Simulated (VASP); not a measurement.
# PbS (P-6m2) in VASP: further runs

Aim: see how the results for PbS move with the level of theory and the settings. Levels: PBE-based screened hybrid with 25 % exact exchange, PBEsol-based global hybrid with 25 % exact exchange, PBE0. Tasks: single point.

Program: VASP 6.6.1. These are calculated values, not measurements. Logs are shortened: lines on timing, memory, paths and dates and some standing lists are left out, and cuts for length are marked.

### 1 The cell of the first run

Symmetry: P-6m2, No. 187, hexagonal system. The conventional cell has a = 4.090 Å, b = 4.090 Å, c = 3.788 Å, α = 90.00°, β = 90.00°, γ = 120.00°. Pb (site symmetry -6m2) has 6 S at 3.03 Å and 8 Pb at 3.79 to 4.09 Å within 4.1 Å. Within 4.1 Å of S (site symmetry -6m2) lie 6 Pb at 3.03 Å and 8 S at 3.79 to 4.09 Å.

### 2 Single point, PBE-based screened hybrid with 25 % exact exchange

POSCAR reads:

```
PbS
1.0
    4.0896976867      0.0000000000      0.0000000000
   -2.0448488433      3.5417820905      0.0000000000
    0.0000000000      0.0000000000      3.7881670000
Pb S
1 1
Direct
    0.0000000000      0.0000000000      0.0000000000
    0.6666666667      0.3333333333      0.5000000000
```

INCAR.step1 reads:

```
PREC = Accurate
ENCUT = 520
EDIFF = 1E-5
ISMEAR = -1
SIGMA = 0.05
LREAL = False
LASPH = True
NELM = 100
ALGO = Normal
ISIF = 2
LWAVE = True
LCHARG = False
NBANDS = 17
GGA = PE
```

INCAR.step2 reads:

```
PREC = Accurate
ENCUT = 520
EDIFF = 1E-6
ISMEAR = -1
SIGMA = 0.05
LREAL = False
LASPH = True
NELM = 100
ALGO = Normal
ISIF = 2
LWAVE = False
LCHARG = False
GGA = PE
LHFCALC = True
AEXX = 0.25
HFSCREEN = 0.1
PRECFOCK = Normal
NBANDS = 17
ISTART = 1
```

KPOINTS reads:

```
regular mesh
0
Gamma
  4 4 4
```

Potentials or basis: VASP PAW PBE potentials, release 64 (Pb_d, S).

On the command line:

```
$ cat potpaw_PBE.64/Pb_d/POTCAR potpaw_PBE.64/S/POTCAR > POTCAR
$ cp INCAR.step1 INCAR
$ mpirun -np 1 vasp_std > vasp.out
$ cp INCAR.step2 INCAR
$ mpirun -np 1 vasp_std > vasp.out
```

OUTCAR:

```text
PREC = Accurate
   ENCUT = 520
   EDIFF = 1E-6
   ISMEAR = -1
   LREAL = False
   LASPH = True
   NELM = 100
   ISIF = 2
   GGA = PE
   LHFCALC = True
   AEXX = 0.25
   HFSCREEN = 0.1
   PRECFOCK = Normal
   ISTART = 1

 ion  position               nearest neighbor table
   1  0.000  0.000  0.000-   2 3.03   2 3.03   2 3.03   2 3.03   2 3.03   2 3.03
   2  0.667  0.333  0.500-   1 3.03   1 3.03   1 3.03   1 3.03   1 3.03   1 3.03

  LATTYP: Found a hexagonal cell.
 ALAT       =     4.0896976867
 C/A-ratio  =     0.9262706660

  Lattice vectors:

 A1 = (   4.0896976867,   0.0000000000,   0.0000000000)
 A2 = (  -2.0448488433,   3.5417820905,   0.0000000000)
 A3 = (   0.0000000000,   0.0000000000,   3.7881670000)

Analysis of symmetry for initial positions (statically):
=====================================================================
 Subroutine PRICEL returns:
 Original cell was already a primitive cell.

 Routine SETGRP: Setting up the symmetry group for a
 hexagonal supercell.

 Subroutine GETGRP returns: Found 12 space group operations
 (whereof 12 operations were pure point group operations)
 out of a pool of 24 trial point group operations.

The static configuration has the point symmetry D_3h.

Analysis of symmetry for dynamics (positions and initial velocities):
=====================================================================
 Subroutine PRICEL returns:
 Original cell was already a primitive cell.

 Routine SETGRP: Setting up the symmetry group for a
 hexagonal supercell.

 Subroutine GETGRP returns: Found 12 space group operations
 (whereof 12 operations were pure point group operations)
 out of a pool of 24 trial point group operations.

The dynamic configuration has the point symmetry D_3h.

 Subroutine INISYM returns: Found 12 space group operations
 (whereof 12 operations are pure point group operations),
 and found     1 'primitive' translations

----------------------------------------------------------------------------------------

                                     Primitive cell

  volume of cell :      54.8709

  direct lattice vectors                    reciprocal lattice vectors
     4.089697687  0.000000000  0.000000000     0.244516851  0.141171870  0.000000000
    -2.044848843  3.541782090  0.000000000     0.000000000  0.282343740  0.000000000
[... 75 lines left out ...]
   NSW    =      0    number of steps for IOM
   IBRION =     -1    ionic relax: 0-MD 1-quasi-New 2-CG
   NFREE  =      0    steps in history (QN), initial steepest desc. (CG)
   ISIF   =      2    stress and relaxation
   ISYM   =      3    0-nonsym 1-usesym 2-fastsym
   POTIM  = 0.5000    time-step for ionic-motion
   TEBEG  =    0.0;   TEEND  =   0.0 temperature during run
   PSTRESS=    0.0 pullay stress
   NELECT =      20.0000    total number of electrons
   NUPDOWN=      -1.0000    fix difference up-down
   EMIN   =  10.00;   EMAX   =-10.00  energy-range for DOS
   EFERMI =   0.00;   METHOD = LEGACY
   ISMEAR =    -1;   SIGMA  =   0.05  broadening in eV -4-tet -1-fermi 0-gaus
   EFERMI_NEDOS =   21; number of points for ismear=-14 and -15
   IALGO  =     38    algorithm
   IMIX   =      1    mixing-type and parameters
     AMIX     =   0.40;   BMIX     =  1.00
     AMIX_MAG =   1.60;   BMIX_MAG =  1.00
  volume/ion in A,a.u.               =      27.44       185.14
  Fermi-wavevector in a.u.,A,eV,Ry     =   1.169421  2.209885 18.606576  1.367545
  Thomas-Fermi vector in A             =   2.305894
   LORBIT       =      0    0 simple, 1 ext, 2 COOP (PROOUT), +10 PAW based schemes
   GGA     = PE    functional components
   LHFCALC =     T    Hartree Fock is set to
   PRECFOCK=normal    Normal, Fast or Accurate (Low or Medium for compatibility)
   ENCUT4O =  -1.0   cutoff for four orbital integrals eV
   NKREDX  =     1    reduce k-point grid by
   NKREDY  =     1    reduce k-point grid by
   NKREDZ  =     1    reduce k-point grid by
   AEXX    =    0.2500 exact exchange contribution
   HFSCREEN=    0.1000 screening length (either q_TF or 0.3 A-1)
   HFSCREENC=   0.1000 screening length for correlation (either q_TF or 0.3 A-1)
   ENCUTFOCK=  -1.0 apply spherical cutoff to Coloumb kernel
   IVDW    =     0    specifies the selected vdW correction
   LEPSILON=     F    determine dielectric tensor
   LRPA    =     F    only Hartree local field effects (RPA)
 non-spin polarized calculation
  energy-cutoff  :      520.00
  volume of cell :       54.87
 maximum number of plane-waves:      1490
  NGX = 24; NGY = 24; NGZ = 24

 number of electron      19.9999998 magnetization

 Free energy of the ion-electron system (eV)
  ---------------------------------------------------
  ext. energy  EPLUGINS =         0.00000000
  ---------------------------------------------------
  free energy    TOTEN  =       -10.63015452 eV

  energy without entropy =      -10.63014680  energy(sigma->0) =      -10.63015066

 E-fermi :   5.2131     XC(G=0):  -7.6569

 val. band max:        4.7966294119   @ k =   0.0000   0.0000   0.5000
 cond. band min:       5.7191390340   @ k =   0.2500   0.2500   0.5000
 fundamental gap:      0.9225096221
 Fermi energy:         5.2130906029

 k-point     1 :       0.0000    0.0000    0.0000
  band No.  band energies     occupation
      1     -14.0091      2.00000
      2     -13.9980      2.00000
      3     -13.9980      2.00000
      4     -13.8957      2.00000
      5     -13.8957      2.00000
      6      -9.9760      2.00000
[... 217 lines left out ...]
      4     -13.9468      2.00000
      5     -13.8497      2.00000
      6      -8.1112      2.00000
[... 9 lines left out ...]
     16      17.9037      0.00000
     17      18.8755      0.00000

------------------------ aborting loop because EDIFF is reached ----------------------------------------

  FORCE on cell =-STRESS in cart. coord.  units (eV):
  Direction    XX          YY          ZZ          XY          YZ          ZX
  --------------------------------------------------------------------------------------
  -------------------------------------------------------------------------------------
  Total       -0.4950480     -0.4950480     -0.4193509     -0.0000000      0.0000000      0.0000000
  in kB      -14.4549209    -14.4549209    -12.2446394     -0.0000000      0.0000000      0.0000000
  external PRESSURE =     -13.7181604 kB  Pullay stress =       0.0000000 kB

 VOLUME and BASIS-vectors are now :
 -----------------------------------------------------------------------------
  energy-cutoff  :      520.00
  volume of cell :       54.87
      direct lattice vectors                 reciprocal lattice vectors
     4.089697687  0.000000000  0.000000000     0.244516851  0.141171870  0.000000000
    -2.044848843  3.541782090  0.000000000     0.000000000  0.282343740  0.000000000
     0.000000000  0.000000000  3.788167000     0.000000000  0.000000000  0.263979914

 POSITION                                       TOTAL-FORCE (eV/Angst)
 -----------------------------------------------------------------------------------
      0.00000      0.00000      0.00000        -0.000000      0.000000      0.000000
      2.04485      1.18059      1.89408         0.000000      0.000000      0.000000
 -----------------------------------------------------------------------------------
    total drift:                                0.000003     -0.000006     -0.000002

  FREE ENERGIE OF THE ION-ELECTRON SYSTEM (eV)
  ---------------------------------------------------
  free  energy   TOTEN  =       -10.6301545153 eV

  energy  without entropy=      -10.6301468023  energy(sigma->0) =      -10.63015066
```

OSZICAR.step1:

```text
N       E                     dE             d eps       ncg     rms          rms(c)
DAV:   1     0.159877777264E+03    0.15988E+03   -0.95902E+03   408   0.119E+03
DAV:   2     0.364541348640E+01   -0.15623E+03   -0.15088E+03   425   0.311E+02
DAV:   3    -0.882262898372E+01   -0.12468E+02   -0.12256E+02   536   0.925E+01
DAV:   4    -0.913116693569E+01   -0.30854E+00   -0.30831E+00   520   0.166E+01
DAV:   5    -0.914421638032E+01   -0.13049E-01   -0.13049E-01   670   0.317E+00    0.444E+00
DAV:   6    -0.852083408860E+01    0.62338E+00   -0.17271E+00   620   0.875E+00    0.323E+00
DAV:   7    -0.851422400838E+01    0.66101E-02   -0.15593E-01   519   0.198E+00    0.185E+00
DAV:   8    -0.851466930051E+01   -0.44529E-03   -0.19875E-02   476   0.141E+00    0.245E-01
DAV:   9    -0.851410313414E+01    0.56617E-03   -0.50282E-03   662   0.517E-01    0.125E-01
DAV:  10    -0.851437629974E+01   -0.27317E-03   -0.58045E-04   468   0.135E-01    0.670E-02
DAV:  11    -0.851439438082E+01   -0.18081E-04   -0.63545E-05   574   0.698E-02    0.105E-02
DAV:  12    -0.851439659421E+01   -0.22134E-05   -0.69330E-06   396   0.350E-02
   1 F= -.85143966E+01 E0= -.85134666E+01  d E =-.186006E-02
```

Run time: 13 min. Hardware: 1 thread of AMD EPYC 7R43 (Zen 3), shared host; peak memory 0.25 GiB.

What came out:

```yaml
Free_energy: -10.6302 eV
Pressure: -1.4 GPa
Band_gap_on_the_k_mesh: 0.92 eV (least direct gap 1.62 eV)
```

Caveat: the k points lie up to 0.44 Å⁻¹ apart; the PAW data sets were made with another functional, which shifts forces and pressure a little; spin-orbit coupling is left out, which moves the levels of the heavy elements. A k mesh can miss the band edges.

### 3 Single point, PBE-based screened hybrid with 25 % exact exchange

POSCAR is that of step 2.

INCAR.step1 reads:

```
PREC     = Accurate       # precision mode
ENCUT    = 520            # plane-wave cutoff, eV
EDIFF    = 1E-5           # SCF threshold, eV
ISMEAR   = -1             # smearing method
SIGMA    = 0.05           # smearing width, eV
LREAL    = F              # projectors in reciprocal space
LASPH    = T              # aspherical terms in the spheres
NELM     = 80             # most SCF steps
ALGO     = Normal         # electronic algorithm
ISIF     = 2              # what is computed and relaxed
LWAVE    = T              # write WAVECAR
LCHARG   = F              # write CHGCAR
GGA      = PE             # functional
NBANDS   = 17             # bands
```

INCAR.step2 reads:

```
PREC     = Accurate       # precision mode
ENCUT    = 520            # plane-wave cutoff, eV
EDIFF    = 1E-6           # SCF threshold, eV
ISMEAR   = -1             # smearing method
SIGMA    = 0.05           # smearing width, eV
LREAL    = F              # projectors in reciprocal space
LASPH    = T              # aspherical terms in the spheres
NELM     = 80             # most SCF steps
ALGO     = Normal         # electronic algorithm
ISIF     = 2              # what is computed and relaxed
LWAVE    = F              # write WAVECAR
LCHARG   = F              # write CHGCAR
GGA      = PE             # functional
LHFCALC  = T              # exact exchange
AEXX     = 0.25           # exact-exchange fraction
HFSCREEN = 0.15           # screening, 1/A
PRECFOCK = Normal       
ISTART   = 1            
NBANDS   = 17             # bands
```

KPOINTS reads:

```
Automatic mesh
0
Gamma
  4 4 4
```

Potentials or basis: VASP PAW PBE potentials, release 64 (Pb_d, S).

On the command line:

```
$ cat potpaw_PBE.64/Pb_d/POTCAR potpaw_PBE.64/S/POTCAR > POTCAR
$ cp INCAR.step1 INCAR
$ mpirun -np 1 vasp_std > vasp.out
$ cp INCAR.step2 INCAR
$ mpirun -np 1 vasp_std > vasp.out
```

It took 13 min on 1 thread of AMD EPYC 7R43 (Zen 3), shared host; peak memory 0.24 GiB.

Results (log left out):

* Free energy: -10.3720 eV
* Pressure: -1.3 GPa
* Band gap on the k mesh: 0.76 eV (least direct gap 1.46 eV)

Stress tensor (GPa, compression positive):
```
-1.33  0.00  0.00
 0.00 -1.33  0.00
 0.00  0.00 -1.11
```

Levels at points of the mesh, in eV from the valence-band top:
```
           k point  band 8  band 9  band 10  band 11  band 12  band 13
(0.00, 0.00, 0.00)   -2.60   -2.07    -2.07     4.20     4.20     5.99
(0.50, 0.00, 0.00)   -3.18   -1.93    -1.51     2.50     4.69     6.13
(0.00, 0.00, 0.50)   -1.42   -1.42     0.00     1.46     4.66     4.66
(0.50, 0.00, 0.50)   -4.70   -4.58    -1.79     2.77     3.47     3.49
```

Caveat: the k points lie up to 0.44 Å⁻¹ apart; the PAW data sets were made with another functional, which shifts forces and pressure a little; spin-orbit coupling is left out, which moves the levels of the heavy elements.

### 4 Single point, PBE-based screened hybrid with 25 % exact exchange

POSCAR is that of step 3.

INCAR.step1 reads:

```
  PREC = Accurate
  ENCUT = 520
  EDIFF = 1E-5
  ISMEAR = -1
  SIGMA = 0.05
  LREAL = False
  LASPH = True
  NELM = 60
  ALGO = Normal
  ISIF = 2
  LWAVE = True
  GGA = PE
  NBANDS = 17
```

INCAR.step2 reads:

```
  PREC = Accurate
  ENCUT = 520
  EDIFF = 1E-6
  ISMEAR = -1
  SIGMA = 0.05
  LREAL = False
  LASPH = True
  NELM = 60
  ALGO = Normal
  ISIF = 2
  LWAVE = False
  LCHARG = True
  GGA = PE
  LHFCALC = True
  AEXX = 0.25
  HFSCREEN = 0.2
  PRECFOCK = Normal
  LELF = True
  LVHAR = True
  ISTART = 1
  NBANDS = 17
```

KPOINTS reads:

```
regular mesh
0
Gamma
  4 4 4
```

Potentials or basis: VASP PAW PBE potentials, release 64 (Pb_d, S).

On the command line:

```
$ cat potpaw_PBE.64/Pb_d/POTCAR potpaw_PBE.64/S/POTCAR > POTCAR
$ cp INCAR.step1 INCAR
$ mpirun -np 1 vasp_std > vasp.out
$ cp INCAR.step2 INCAR
$ mpirun -np 1 vasp_std > vasp.out
```

OUTCAR:

```text
PREC = Accurate
   ENCUT = 520
   EDIFF = 1E-6
   ISMEAR = -1
   LREAL = False
   LASPH = True
   NELM = 60
   ISIF = 2
   GGA = PE
   LHFCALC = True
   AEXX = 0.25
   HFSCREEN = 0.2
   PRECFOCK = Normal
   ISTART = 1

 ion  position               nearest neighbor table
   1  0.000  0.000  0.000-   2 3.03   2 3.03   2 3.03   2 3.03   2 3.03   2 3.03
   2  0.667  0.333  0.500-   1 3.03   1 3.03   1 3.03   1 3.03   1 3.03   1 3.03

  LATTYP: Found a hexagonal cell.
 ALAT       =     4.0896976867
 C/A-ratio  =     0.9262706660

  Lattice vectors:

 A1 = (   4.0896976867,   0.0000000000,   0.0000000000)
 A2 = (  -2.0448488433,   3.5417820905,   0.0000000000)
 A3 = (   0.0000000000,   0.0000000000,   3.7881670000)

Analysis of symmetry for initial positions (statically):
=====================================================================
 Subroutine PRICEL returns:
 Original cell was already a primitive cell.

 Routine SETGRP: Setting up the symmetry group for a
 hexagonal supercell.

[... 156 lines left out ...]
  free energy    TOTEN  =       -10.15321315 eV

  energy without entropy =      -10.15313038  energy(sigma->0) =      -10.15317176

 E-fermi :   5.2150     XC(G=0):  -7.8306

 val. band max:        4.9324947604   @ k =   0.0000   0.0000   0.5000
 cond. band min:       5.5871362083   @ k =   0.2500   0.2500   0.5000
 fundamental gap:      0.6546414479
 Fermi energy:         5.2149542724

 k-point     1 :       0.0000    0.0000    0.0000
  band No.  band energies     occupation
      1     -13.8003      2.00000
      2     -13.7892      2.00000
      3     -13.7892      2.00000
      4     -13.6874      2.00000
      5     -13.6874      2.00000
      6      -9.7670      2.00000
[... 217 lines left out ...]
      4     -13.7382      2.00000
      5     -13.6415      2.00000
      6      -7.9107      2.00000
[... 9 lines left out ...]
     16      17.7303      0.00000
     17      18.7070      0.00000

------------------------ aborting loop because EDIFF is reached ----------------------------------------

  FORCE on cell =-STRESS in cart. coord.  units (eV):
  Direction    XX          YY          ZZ          XY          YZ          ZX
  --------------------------------------------------------------------------------------
  -------------------------------------------------------------------------------------
  Total       -0.4349565     -0.4349565     -0.3448034     -0.0000000     -0.0000000      0.0000000
  in kB      -12.7003076    -12.7003076    -10.0679235     -0.0000000     -0.0000000      0.0000000
  external PRESSURE =     -11.8228463 kB  Pullay stress =       0.0000000 kB

 VOLUME and BASIS-vectors are now :
 -----------------------------------------------------------------------------
  energy-cutoff  :      520.00
  volume of cell :       54.87
      direct lattice vectors                 reciprocal lattice vectors
     4.089697687  0.000000000  0.000000000     0.244516851  0.141171870  0.000000000
    -2.044848843  3.541782090  0.000000000     0.000000000  0.282343740  0.000000000
     0.000000000  0.000000000  3.788167000     0.000000000  0.000000000  0.263979914

 POSITION                                       TOTAL-FORCE (eV/Angst)
 -----------------------------------------------------------------------------------
      0.00000      0.00000      0.00000         0.000000      0.000000      0.000000
      2.04485      1.18059      1.89408        -0.000000      0.000000      0.000000
 -----------------------------------------------------------------------------------
    total drift:                                0.000002     -0.000004     -0.000001

  FREE ENERGIE OF THE ION-ELECTRON SYSTEM (eV)
  ---------------------------------------------------
  free  energy   TOTEN  =       -10.1532131509 eV

  energy  without entropy=      -10.1531303783  energy(sigma->0) =      -10.15317176
```

Wall time 11 min (1 thread of AMD EPYC 7R43 (Zen 3), shared host); peak memory 0.25 GiB.

Results:

```yaml
Free_energy: -10.1532 eV
Pressure: -1.2 GPa
Band_gap_on_the_k_mesh: 0.65 eV (least direct gap 1.36 eV)
```

Caveat: the k points lie up to 0.44 Å⁻¹ apart; the PAW data sets were made with another functional, which shifts forces and pressure a little; spin-orbit coupling is left out, which moves the levels of the heavy elements.

### 5 Single point, PBEsol-based global hybrid with 25 % exact exchange

This run uses another cell than the first one, of 25.87 Å³/atom.

POSCAR reads:

```
PbS
1.0
    3.9909341921      0.0000000000      0.0000000000
   -1.9954670960      3.4562503952      0.0000000000
    0.0000000000      0.0000000000      3.7511115849
Pb S
1 1
Direct
    0.0000000000      0.0000000000      0.0000000000
    0.6666666667      0.3333333333      0.5000000000
```

INCAR.step1 reads:

```
SYSTEM = PbS
PREC = Accurate ; ENCUT = 520
EDIFF = 1E-5 ; ISMEAR = -1
SIGMA = 0.05 ; LREAL = .FALSE.
LASPH = .TRUE. ; NELM = 60
ALGO = Normal ; ISIF = 2
LWAVE = .TRUE. ; LCHARG = .FALSE.
NBANDS = 17 ; GGA = PE
```

INCAR.step2 reads:

```
SYSTEM = PbS
PREC = Accurate ; ENCUT = 520
EDIFF = 1E-6 ; ISMEAR = -1
SIGMA = 0.05 ; LREAL = .FALSE.
LASPH = .TRUE. ; NELM = 60
ALGO = Normal ; ISIF = 2
LWAVE = .FALSE. ; LCHARG = .FALSE.
GGA = PS ; LHFCALC = .TRUE.
AEXX = 0.25 ; PRECFOCK = Normal
NBANDS = 17 ; ISTART = 1
```

KPOINTS reads:

```
regular mesh
0
G
  4 4 4
  0 0 0
```

On the command line:

```
$ cat potpaw_PBE.64/Pb_d/POTCAR potpaw_PBE.64/S/POTCAR > POTCAR
$ cp INCAR.step1 INCAR
$ mpirun -np 1 vasp_std > vasp.out
$ cp INCAR.step2 INCAR
$ mpirun -np 1 vasp_std > vasp.out
```

Run time: 10 min. Hardware: 1 thread of Intel Xeon Platinum 8259CL at 2.50GHz (Skylake/Cascade Lake), shared host; peak memory 0.19 GiB.

It converged, with:

```
Free energy            : -11.6763 eV
Pressure               : -0.2 GPa
Band gap on the k mesh : 0.82 eV (least direct gap 1.88 eV)
```

Levels at points of the mesh, in eV from the valence-band top:
| k point | band 7 | band 8 | band 9 | band 10 | band 11 | band 12 | band 13 | band 14 |
| --- | --- | --- | --- | --- | --- | --- | --- | --- |
| (0.00, 0.00, 0.00) | -7.11 | -3.19 | -2.40 | -2.40 | 4.63 | 4.63 | 6.09 | 8.21 |
| (0.50, 0.00, 0.00) | -9.83 | -3.64 | -2.26 | -1.94 | 2.78 | 4.94 | 6.27 | 6.86 |
| (0.00, 0.00, 0.50) | -10.58 | -1.75 | -1.75 | 0.00 | 1.88 | 5.17 | 5.17 | 9.48 |
| (0.50, 0.00, 0.50) | -8.43 | -5.35 | -5.20 | -2.15 | 3.05 | 3.79 | 3.81 | 9.88 |

Caveat: the k points lie up to 0.45 Å⁻¹ apart; the PAW data sets were made with another functional, which shifts forces and pressure a little; spin-orbit coupling is left out, which moves the levels of the heavy elements.

(Continued in part 2 of 2.)
